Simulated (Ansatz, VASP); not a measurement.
Cr: VASP beside Ansatz

```
CELL_PARAMETERS angstrom
2.94897 0.00000 0.00000
0.00000 2.94897 0.00000
0.00000 0.00000 2.94897
ATOMIC_POSITIONS crystal
Cr 0.00000 0.00000 0.00000
Cr 0.50000 0.50000 0.50000
```

Alike in both runs: task single point; functional PBEsol; k mesh 10 × 10 × 10; collinear spin.

```csv
,VASP,Ansatz
version,VASP 6.6.1,Ansatz 0.2.0
potentials or method,"VASP PAW PBE potentials, release 64 (Cr_pv), cutoff 520 eV",all-electron (LAPW or listed datasets)
occupations,"fermi-dirac, width 0.1 eV",fermi-dirac
```

```csv
,VASP,Ansatz,Ansatz less VASP
net moment per atom (μB),0.00,0.00,0.000
size of the moment on the site where the two differ most (μB),1.55,1.50,-0.050
```

VASP's potentials were made for PBE, not for PBEsol. Site moments also hang on the region over which each program counts them. Ansatz ran all-electron here, and VASP with PAW potentials.
